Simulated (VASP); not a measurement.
Set up this calculation in VASP 6.6.1, as the native input.

```yaml
Task: single point
Functional: PBE
Potentials_or_basis: VASP PAW PBE potentials, release 64 (In_d)
Cutoff: 520 eV
k_mesh: 15 × 15 × 14
Occupations: fermi-dirac, width 0.1 eV
Spin: no spin polarisation
Dipole_correction: no
Further_INCAR_settings: ALGO = Normal; EDIFF = 1e-07; NBANDS = 12
```

The structure of In lies in POSCAR:

```
In
1.0
    2.8226817045      0.0000000000      0.0000000000
   -1.4113408523      2.4445140629      0.0000000000
    0.0000000000      0.0000000000      2.6873238372
In
1
Direct
    0.0000000000      0.0000000000      0.0000000000
```

This cell differs from its parent crystal: volume scaled by 0.65.

The input as run:

INCAR

```
ALGO = Normal
EDIFF = 1E-7
ENCUT = 520
GGA = PE
ISIF = 2
ISMEAR = -1
LASPH = T
LCHARG = F
LREAL = F
LWAVE = F
NBANDS = 12
NELM = 100
PREC = Accurate
SIGMA = 0.1
```

KPOINTS

```
k-points
0
Gamma
  15 15 14
```

Potentials or basis: VASP PAW PBE potentials, release 64 (In_d).

Command:

```sh
$ cat potpaw_PBE.64/In_d/POTCAR > POTCAR
$ mpirun -np 1 vasp_std > vasp.out
```

Results of the run:

| Quantity | Value |
| --- | --- |
| Pressure | 43.5 GPa |

It took 17 s on 1 thread of Intel Xeon 6975P-C, with other jobs on the host, peak memory 0.17 GiB.
